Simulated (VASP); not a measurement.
# Zr (Im-3m) in VASP: a series of runs, part 2 of 2

VASP 6.6.1.

## (3) Single point, LDA

This run uses another cell than the first one, of 23.72 Å³/atom, 1.020 times its volume.

INCAR

```
PREC     = Accurate       # precision mode
ENCUT    = 500            # plane-wave cutoff, eV
EDIFF    = 1E-6           # SCF threshold, eV
ISMEAR   = -1             # smearing method
SIGMA    = 0.05           # smearing width, eV
LREAL    = False          # projectors in reciprocal space
LASPH    = True           # aspherical terms in the spheres
NELM     = 120            # most SCF steps
ALGO     = Normal         # electronic algorithm
ISIF     = 2              # what is computed and relaxed
LWAVE    = False          # write WAVECAR
LCHARG   = False          # write CHGCAR
NBANDS   = 12             # bands
GGA_COMPAT= False
```

KPOINTS

```
regular mesh
0
Gamma
  10 10 10
```

POSCAR

```
Zr
1.0
   -1.8100000000      1.8100000000      1.8100000000
    1.8100000000     -1.8100000000      1.8100000000
    1.8100000000      1.8100000000     -1.8100000000
Zr
1
Direct
    0.0000000000      0.0000000000      0.0000000000
```

Potentials or basis: VASP PAW LDA potentials, release 64 (Zr_sv).

Run with:

```console
$ cat potpaw_LDA.64/Zr_sv/POTCAR > POTCAR
$ mpirun -np 1 vasp_std > vasp.out
```

OUTCAR:

```text
PREC = Accurate
   ENCUT = 500
   EDIFF = 1E-6
   ISMEAR = -1
   LREAL = False
   LASPH = True
   NELM = 120
   ISIF = 2

 ion  position               nearest neighbor table
   1  0.000  0.000  0.000-

  LATTYP: Found a body centered cubic cell.
 ALAT       =     3.6200000000

  Lattice vectors:

 A1 = (  -1.8100000000,   1.8100000000,   1.8100000000)
 A2 = (   1.8100000000,  -1.8100000000,   1.8100000000)
 A3 = (   1.8100000000,   1.8100000000,  -1.8100000000)

Analysis of symmetry for initial positions (statically):
=====================================================================
 Subroutine PRICEL returns:
 Original cell was already a primitive cell.

 Routine SETGRP: Setting up the symmetry group for a
 body centered cubic supercell.

 Subroutine GETGRP returns: Found 48 space group operations
 (whereof 48 operations were pure point group operations)
 out of a pool of 48 trial point group operations.

The static configuration has the point symmetry O_h .

Analysis of symmetry for dynamics (positions and initial velocities):
[... 158 lines left out ...]
 val. band max:        8.3041686135   @ k =   0.2000   0.2000   0.0000
 cond. band min:       8.3781013566   @ k =   0.2000   0.1000   0.0000
 fundamental gap:      0.0739327431
 Fermi energy:         8.3495734469

 k-point     1 :       0.0000    0.0000    0.0000
  band No.  band energies     occupation
      1     -39.9382      2.00000
      2     -17.6123      2.00000
      3     -17.6123      2.00000
      4     -17.6123      2.00000
      5       2.9935      2.00000
      6       9.3822      0.00000
      7       9.3822      0.00000
      8       9.3822      0.00000
      9      11.8189      0.00000
     10      11.8189      0.00000
     11      20.6772      0.00000
     12      20.6772      0.00000
[... 331 lines left out ...]
 k-point    24 :      -0.3000    0.3000    0.1000
  band No.  band energies     occupation
      1     -39.8335      2.00000
      2     -18.2194      2.00000
      3     -17.8400      2.00000
      4     -17.6855      2.00000
      5       5.4411      2.00000
      6       8.4615      0.19265
      7       8.4999      0.09434
      8      10.7428      0.00000
      9      11.9396      0.00000
     10      12.5410      0.00000
     11      20.0514      0.00000
     12      21.6979      0.00000

 [... further k-points ...]
[... 5 lines left out ...]
  --------------------------------------------------------------------------------------
  -------------------------------------------------------------------------------------
  Total       -1.4431100     -1.4431100     -1.4431100     -0.0000000     -0.0000000      0.0000000
  in kB      -97.4797300    -97.4797300    -97.4797300     -0.0000000     -0.0000000      0.0000000
  external PRESSURE =     -97.4797300 kB  Pullay stress =       0.0000000 kB

 VOLUME and BASIS-vectors are now :
 -----------------------------------------------------------------------------
  energy-cutoff  :      500.00
  volume of cell :       23.72
      direct lattice vectors                 reciprocal lattice vectors
    -1.810000000  1.810000000  1.810000000     0.000000000  0.276243094  0.276243094
     1.810000000 -1.810000000  1.810000000     0.276243094  0.000000000  0.276243094
     1.810000000  1.810000000 -1.810000000     0.276243094  0.276243094  0.000000000

 POSITION                                       TOTAL-FORCE (eV/Angst)
 -----------------------------------------------------------------------------------
      0.00000      0.00000      0.00000         0.000000      0.000000      0.000000
 -----------------------------------------------------------------------------------
    total drift:                                0.000000      0.000000      0.000000

  FREE ENERGIE OF THE ION-ELECTRON SYSTEM (eV)
  ---------------------------------------------------
  free  energy   TOTEN  =        -9.1755466117 eV

  energy  without entropy=       -9.1598588552  energy(sigma->0) =       -9.16770273
```

OSZICAR:

```text
N       E                     dE             d eps       ncg     rms          rms(c)
DAV:   1     0.831578492411E+02    0.83158E+02   -0.66560E+03  1128   0.962E+02
DAV:   2    -0.658075164704E+01   -0.89739E+02   -0.87373E+02  1292   0.264E+02
DAV:   3    -0.946034221539E+01   -0.28796E+01   -0.28284E+01  1620   0.410E+01
DAV:   4    -0.954742734614E+01   -0.87085E-01   -0.86951E-01  1352   0.655E+00
DAV:   5    -0.954897432436E+01   -0.15470E-02   -0.15470E-02  1592   0.699E-01    0.987E+00
DAV:   6    -0.923278916103E+01    0.31619E+00   -0.40107E-01  1216   0.556E+00    0.384E+00
DAV:   7    -0.917456397811E+01    0.58225E-01   -0.17879E-01  1368   0.344E+00    0.613E-01
DAV:   8    -0.917554093642E+01   -0.97696E-03   -0.94622E-03  1304   0.110E+00    0.110E-01
DAV:   9    -0.917555367510E+01   -0.12739E-04   -0.32641E-04  1436   0.170E-01    0.192E-02
DAV:  10    -0.917554670242E+01    0.69727E-05   -0.20996E-05  1352   0.453E-02    0.117E-02
DAV:  11    -0.917554661174E+01    0.90679E-07   -0.15679E-06  1168   0.115E-02
   1 F= -.91755466E+01 E0= -.91677027E+01  d E =-.156878E-01
```

Run time: 5 s. Hardware: 1 thread of Intel Xeon 6975P-C, shared host; peak memory 0.13 GiB.

What came out:

* Free energy: -9.1755 eV
* Pressure: -9.7 GPa
* Band gap on the k mesh: zero (band 6 reaches 9.38 eV, above the bottom of band 7 at 7.66 eV)

Levels at points of the mesh, in eV from the Fermi level:
```tsv
k point	band 4	band 5	band 6	band 7	band 8	band 9
(0.00, 0.00, 0.00)	-25.96	-5.36	1.03	1.03	1.03	3.47
(0.50, 0.00, 0.00)	-25.97	-2.77	-0.70	1.55	3.44	4.10
(0.50, 0.50, 0.50)	-26.60	-2.49	-2.49	5.47	5.47	5.47
```
